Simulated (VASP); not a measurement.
# SnTe (Fm-3m) in VASP: notebook

Runs on SnTe. Level: PBEsol. Tasks: single point.

Program: VASP 6.6.1. These are calculated values, not measurements. Logs are shortened: lines on timing, memory, paths and dates and some standing lists are left out, and cuts for length are marked.

**1. The cell of the first run**

Symmetry: Fm-3m, No. 225, cubic system. Conventional cell: a = 6.173 Å, b = 6.173 Å, c = 6.173 Å, α = 90.00°, β = 90.00°, γ = 90.00°. Sn (site symmetry m-3m) has 6 Te at 3.09 Å within 4.1 Å. Te (site symmetry m-3m) has 6 Sn at 3.09 Å within 4.1 Å.

**2. Single point, PBEsol**

Input file INCAR:

```
PREC = Accurate ; ENCUT = 520
EDIFF = 1E-6 ; ISMEAR = 0
SIGMA = 0.01 ; LREAL = F
LASPH = T ; NELM = 80
ALGO = Normal ; ISIF = 2
LWAVE = F ; LCHARG = F
GGA = PS ; NBANDS = 17
```

Input file KPOINTS:

```
regular mesh
0
Gamma
  5 5 5
```

Input file POSCAR:

```
SnTe
1.0
    0.0000000000      3.0865288906      3.0865288906
    3.0865288906      0.0000000000      3.0865288906
    3.0865288906      3.0865288906      0.0000000000
Sn Te
1 1
Direct
    0.0000000000      0.0000000000      0.0000000000
    0.5000000000      0.5000000000      0.5000000000
```

Potentials or basis: VASP PAW PBE potentials, release 64 (Sn_d, Te).

The run is started by

```console
$ cat potpaw_PBE.64/Sn_d/POTCAR potpaw_PBE.64/Te/POTCAR > POTCAR
$ mpirun -np 1 vasp_std > vasp.out
```

OUTCAR:

```text
PREC = Accurate
   ENCUT = 520
   EDIFF = 1E-6
   ISMEAR = 0
   LREAL = F
   LASPH = T
   NELM = 80
   ISIF = 2
   GGA = PS

 ion  position               nearest neighbor table
   1  0.000  0.000  0.000-   2 3.09   2 3.09   2 3.09   2 3.09   2 3.09   2 3.09
   2  0.500  0.500  0.500-   1 3.09   1 3.09   1 3.09   1 3.09   1 3.09   1 3.09

  LATTYP: Found a face centered cubic cell.
 ALAT       =     6.1730577812

  Lattice vectors:

 A1 = (   0.0000000000,   3.0865288906,   3.0865288906)
 A2 = (   3.0865288906,   0.0000000000,   3.0865288906)
 A3 = (   3.0865288906,   3.0865288906,   0.0000000000)

Analysis of symmetry for initial positions (statically):
=====================================================================
 Subroutine PRICEL returns:
 Original cell was already a primitive cell.

 Routine SETGRP: Setting up the symmetry group for a
 face centered cubic supercell.

 Subroutine GETGRP returns: Found 48 space group operations
 (whereof 48 operations were pure point group operations)
 out of a pool of 48 trial point group operations.

The static configuration has the point symmetry O_h .

Analysis of symmetry for dynamics (positions and initial velocities):
=====================================================================
 Subroutine PRICEL returns:
 Original cell was already a primitive cell.

 Routine SETGRP: Setting up the symmetry group for a
 face centered cubic supercell.

 Subroutine GETGRP returns: Found 48 space group operations
 (whereof 48 operations were pure point group operations)
 out of a pool of 48 trial point group operations.

The dynamic configuration has the point symmetry O_h .

 Subroutine INISYM returns: Found 48 space group operations
 (whereof 48 operations are pure point group operations),
 and found     1 'primitive' translations

----------------------------------------------------------------------------------------

                                     Primitive cell

  volume of cell :      58.8086

  direct lattice vectors                    reciprocal lattice vectors
     0.000000000  3.086528891  3.086528891    -0.161994272  0.161994272  0.161994272
     3.086528891  0.000000000  3.086528891     0.161994272 -0.161994272  0.161994272
     3.086528891  3.086528891  0.000000000     0.161994272  0.161994272 -0.161994272

  length of vectors
     4.365011018  4.365011018  4.365011018     0.280582309  0.280582309  0.280582309

  position of ions in fractional coordinates (direct lattice)
     0.000000000  0.000000000  0.000000000
     0.500000000  0.500000000  0.500000000

  ion indices of the primitive-cell ions
   primitive index   ion index
                 1           1
                 2           2

----------------------------------------------------------------------------------------

 KPOINTS: regular mesh

Automatic generation of k-mesh.
 Grid dimensions read from file:
 generate k-points for:    5    5    5

 Generating k-lattice:

  Cartesian coordinates                     Fractional coordinates (reciprocal lattice)
    -0.032398854  0.032398854  0.032398854     0.200000000  0.000000000  0.000000000
     0.032398854 -0.032398854  0.032398854     0.000000000  0.200000000  0.000000000
     0.032398854  0.032398854 -0.032398854     0.000000000  0.000000000  0.200000000

  Length of vectors
     0.056116462  0.056116462  0.056116462

  Shift w.r.t. Gamma in fractional coordinates (k-lattice)
     0.000000000  0.000000000  0.000000000

 Subroutine IBZKPT returns following result:
 ===========================================

 Found     10 irreducible k-points:

 Following reciprocal coordinates:
            Coordinates               Weight
  0.000000  0.000000  0.000000      1.000000
  0.200000  0.000000  0.000000      8.000000
  0.400000  0.000000  0.000000      8.000000
  0.200000  0.200000  0.000000      6.000000
  0.400000  0.200000  0.000000     24.000000
 -0.400000  0.200000  0.000000     24.000000
 -0.200000  0.200000  0.000000     12.000000
  0.400000  0.400000  0.000000      6.000000
 -0.400000  0.400000  0.000000     12.000000
 -0.400000  0.400000  0.200000     24.000000
   k-points           NKPTS =     10   k-points in BZ     NKDIM =     10   number of bands    NBANDS=     17
   number of dos      NEDOS =    301   number of ions     NIONS =      2
   total plane-waves  NPLWV =  32768
   dimension x,y,z NGX =    32 NGY =   32 NGZ =   32
   dimension x,y,z NGXF=    64 NGYF=   64 NGZF=   64
   ions per type =               1   1
   NGX,Y,Z   is equivalent  to a cutoff of  12.19, 12.19, 12.19 a.u.
   NGXF,Y,Z  is equivalent  to a cutoff of  24.38, 24.38, 24.38 a.u.
 SYSTEM =  unknown system
   PREC   = accura    normal or accurate (medium, high low for compatibility)
   ISTART =      0    job   : 0-new  1-cont  2-samecut
   ICHARG =      2    charge: 1-file 2-atom 10-const
   ISPIN  =      1    spin polarized calculation?
   LNONCOLLINEAR =      F non collinear calculations
   LSORBIT =      F    spin-orbit coupling
   LASPH  =      T    aspherical Exc in radial PAW
   ENCUT  =  520.0 eV  38.22 Ry    6.18 a.u.   8.12  8.12  8.12*2*pi/ulx,y,z
   NELM   =     80;   NELMIN=  2; NELMDL= -5     # of ELM steps
   EDIFF  = 0.1E-05   stopping-criterion for ELM
   LREAL  =      F    real-space projection
   EDIFFG = 0.1E-04   stopping-criterion for IOM
   NSW    =      0    number of steps for IOM
   IBRION =     -1    ionic relax: 0-MD 1-quasi-New 2-CG
   NFREE  =      0    steps in history (QN), initial steepest desc. (CG)
   ISIF   =      2    stress and relaxation
   ISYM   =      2    0-nonsym 1-usesym 2-fastsym
   POTIM  = 0.5000    time-step for ionic-motion
   TEBEG  =    0.0;   TEEND  =   0.0 temperature during run
   PSTRESS=    0.0 pullay stress
   NELECT =      20.0000    total number of electrons
   NUPDOWN=      -1.0000    fix difference up-down
   EMIN   =  10.00;   EMAX   =-10.00  energy-range for DOS
   EFERMI =   0.00;   METHOD = LEGACY
   ISMEAR =     0;   SIGMA  =   0.01  broadening in eV -4-tet -1-fermi 0-gaus
   EFERMI_NEDOS =   21; number of points for ismear=-14 and -15
   IALGO  =     38    algorithm
   IMIX   =      4    mixing-type and parameters
     AMIX     =   0.40;   BMIX     =  1.00
     AMIX_MAG =   1.60;   BMIX_MAG =  1.00
  volume/ion in A,a.u.               =      29.40       198.43
  Fermi-wavevector in a.u.,A,eV,Ry     =   1.142715  2.159418 17.766446  1.305797
  Thomas-Fermi vector in A             =   2.279412
   LORBIT       =      0    0 simple, 1 ext, 2 COOP (PROOUT), +10 PAW based schemes
   GGA     = PS    functional components
   LHFCALC =     F    Hartree Fock is set to
   AEXX    =    0.0000 exact exchange contribution
   IVDW    =     0    specifies the selected vdW correction
   LEPSILON=     F    determine dielectric tensor
   LRPA    =     F    only Hartree local field effects (RPA)
 non-spin polarized calculation
 Gauss-broadening in eV      SIGMA  =   0.01
  energy-cutoff  :      520.00
  volume of cell :       58.81
 maximum number of plane-waves:      1596
   NGX = 17   NGY = 17   NGZ = 17

 number of electron      19.9999996 magnetization

 Free energy of the ion-electron system (eV)
  ---------------------------------------------------
  ext. energy  EPLUGINS =         0.00000000
  ---------------------------------------------------
  free energy    TOTEN  =        -8.31913074 eV

  energy without entropy =       -8.31913074  energy(sigma->0) =       -8.31913074

 E-fermi :   7.4459     XC(G=0):  -9.9373

 val. band max:        7.2973156910   @ k =  -0.2000   0.2000   0.0000
 cond. band min:       8.0806531169   @ k =   0.4000   0.0000   0.0000
 fundamental gap:      0.7833374260
 Fermi energy:         7.4459161039

 k-point     1 :       0.0000    0.0000    0.0000
  band No.  band energies     occupation
      1     -14.2372      2.00000
      2     -14.2372      2.00000
      3     -14.2253      2.00000
      4     -14.2253      2.00000
      5     -14.2253      2.00000
      6      -5.7078      2.00000
[... 9 lines left out ...]
     16      12.2009      0.00000
     17      14.1133      0.00000

 k-point     2 :       0.2000    0.0000    0.0000
  band No.  band energies     occupation
      1     -14.2394      2.00000
      2     -14.2394      2.00000
      3     -14.2247      2.00000
      4     -14.2225      2.00000
      5     -14.2225      2.00000
      6      -5.3449      2.00000
[... 9 lines left out ...]
     16      13.0376      0.00000
     17      16.6846      0.00000

 k-point     3 :       0.4000    0.0000    0.0000
  band No.  band energies     occupation
      1     -14.2437      2.00000
      2     -14.2437      2.00000
      3     -14.2237      2.00000
      4     -14.2172      2.00000
      5     -14.2172      2.00000
      6      -4.4841      2.00000
[... 9 lines left out ...]
     16      15.2610      0.00000
     17      17.8194      0.00000

 k-point     4 :       0.2000    0.2000    0.0000
  band No.  band energies     occupation
      1     -14.2449      2.00000
      2     -14.2350      2.00000
      3     -14.2272      2.00000
      4     -14.2205      2.00000
      5     -14.2205      2.00000
      6      -5.2257      2.00000
[... 9 lines left out ...]
     16      14.2892      0.00000
     17      14.9714      0.00000

 k-point     5 :       0.4000    0.2000    0.0000
  band No.  band energies     occupation
      1     -14.2502      2.00000
      2     -14.2370      2.00000
      3     -14.2260      2.00000
      4     -14.2172      2.00000
      5     -14.2156      2.00000
      6      -4.5186      2.00000
[... 9 lines left out ...]
     16      16.3465      0.00000
     17      17.4449      0.00000

 k-point     6 :      -0.4000    0.2000    0.0000
  band No.  band energies     occupation
      1     -14.2483      2.00000
      2     -14.2416      2.00000
      3     -14.2217      2.00000
      4     -14.2179      2.00000
      5     -14.2155      2.00000
      6      -4.0917      2.00000
[... 9 lines left out ...]
     16      15.1853      0.00000
     17      18.2775      0.00000

 k-point     7 :      -0.2000    0.2000    0.0000
  band No.  band energies     occupation
      1     -14.2428      2.00000
      2     -14.2416      2.00000
      3     -14.2233      2.00000
      4     -14.2201      2.00000
      5     -14.2186      2.00000
      6      -4.7983      2.00000
[... 9 lines left out ...]
     16      15.8032      0.00000
     17      16.2110      0.00000

 k-point     8 :       0.4000    0.4000    0.0000
  band No.  band energies     occupation
      1     -14.2598      2.00000
      2     -14.2315      2.00000
      3     -14.2302      2.00000
      4     -14.2122      2.00000
      5     -14.2122      2.00000
      6      -4.1424      2.00000
[... 9 lines left out ...]
     16      17.4301      0.00000
     17      18.3159      0.00000

 k-point     9 :      -0.4000    0.4000    0.0000
  band No.  band energies     occupation
      1     -14.2582      2.00000
      2     -14.2345      2.00000
      3     -14.2273      2.00000
      4     -14.2133      2.00000
      5     -14.2120      2.00000
      6      -3.8449      2.00000
[... 9 lines left out ...]
     16      16.4957      0.00000
     17      18.7213      0.00000

 k-point    10 :      -0.4000    0.4000    0.2000
  band No.  band energies     occupation
      1     -14.2535      2.00000
      2     -14.2377      2.00000
      3     -14.2238      2.00000
      4     -14.2178      2.00000
      5     -14.2123      2.00000
      6      -3.9555      2.00000
[... 9 lines left out ...]
     16      17.2677      0.00000
     17      17.4535      0.00000

------------------------ aborting loop because EDIFF is reached ----------------------------------------

  FORCE on cell =-STRESS in cart. coord.  units (eV):
  Direction    XX          YY          ZZ          XY          YZ          ZX
  --------------------------------------------------------------------------------------
  -------------------------------------------------------------------------------------
  Total        1.0138282      1.0138282      1.0138282      0.0000000     -0.0000000      0.0000000
  in kB       27.6206519     27.6206519     27.6206519      0.0000000     -0.0000000      0.0000000
  external PRESSURE =      27.6206519 kB  Pullay stress =       0.0000000 kB

 VOLUME and BASIS-vectors are now :
 -----------------------------------------------------------------------------
  energy-cutoff  :      520.00
  volume of cell :       58.81
      direct lattice vectors                 reciprocal lattice vectors
     0.000000000  3.086528891  3.086528891    -0.161994272  0.161994272  0.161994272
     3.086528891  0.000000000  3.086528891     0.161994272 -0.161994272  0.161994272
     3.086528891  3.086528891  0.000000000     0.161994272  0.161994272 -0.161994272

 POSITION                                       TOTAL-FORCE (eV/Angst)
 -----------------------------------------------------------------------------------
      0.00000      0.00000      0.00000         0.000000      0.000000      0.000000
      3.08653      3.08653      3.08653        -0.000000     -0.000000     -0.000000
 -----------------------------------------------------------------------------------
    total drift:                                0.000000     -0.000000     -0.000000

  FREE ENERGIE OF THE ION-ELECTRON SYSTEM (eV)
  ---------------------------------------------------
  free  energy   TOTEN  =        -8.3191307424 eV

  energy  without entropy=       -8.3191307424  energy(sigma->0) =       -8.31913074
```

Wall time 24 s (1 thread of AMD EPYC 7R13, shared host); peak memory 0.15 GiB.

What came out:

```yaml
Free_energy: -8.3191 eV
Pressure: 2.8 GPa
```

Levels at points of the mesh, in eV from the Fermi level:
```
           k point  band 8  band 9  band 10  band 11  band 12  band 13
(0.00, 0.00, 0.00)   -2.16   -2.16    -2.16     3.61     3.61     3.61
```

Caveat: this odd mesh misses L, where the gap lies, so gap, dielectric constants and Born charges aren't listed; the PAW data sets were made with another functional, which shifts forces and pressure a little; spin-orbit coupling is left out, which moves the levels of the heavy elements.

**3. Single point, PBEsol**

This run uses another cell than the first one, of 30.03 Å³/atom, 1.021 times its volume.

Input file INCAR:

```
SYSTEM = SnTe
PREC = Accurate
ENCUT = 520
EDIFF = 1E-7
ISMEAR = 0
SIGMA = 0.01
LREAL = .False.
LASPH = .True.
NELM = 80
ALGO = Normal
ISIF = 2
LWAVE = .False.
LCHARG = .True.
GGA = PS
LELF = .True.
LVHAR = .True.
NBANDS = 17
```

Input file KPOINTS:

```
regular mesh
0
Gamma
  5 5 5
  0 0 0
```

Input file POSCAR:

```
SnTe
1.0
    0.0000000000      3.1082657258      3.1082657258
    3.1082657258      0.0000000000      3.1082657258
    3.1082657258      3.1082657258      0.0000000000
Sn Te
1 1
Direct
    0.0000000000      0.0000000000      0.0000000000
    0.5000000000      0.5000000000      0.5000000000
```

Potentials or basis: VASP PAW PBE potentials, release 64 (Sn_d, Te).

The run is started by

```console
$ cat potpaw_PBE.64/Sn_d/POTCAR potpaw_PBE.64/Te/POTCAR > POTCAR
$ mpirun -np 1 vasp_std > vasp.out
```

Wall time 42 s (1 thread of AMD EPYC 7R13, shared host); peak memory 0.17 GiB.

Results (log left out):

| Quantity | Value |
| --- | --- |
| Free energy | -8.3364 eV |
| Pressure | 1.6 GPa |

Levels at points of the mesh, in eV from the Fermi level:
```
           k point  band 8  band 9  band 10  band 11  band 12  band 13
(0.00, 0.00, 0.00)   -2.05   -2.05    -2.05     3.61     3.61     3.61
```

Caveat: this odd mesh misses L, where the gap lies, so gap, dielectric constants and Born charges aren't listed; the PAW data sets were made with another functional, which shifts forces and pressure a little; spin-orbit coupling is left out, which moves the levels of the heavy elements.

(Part 1 of 3 ends here.)
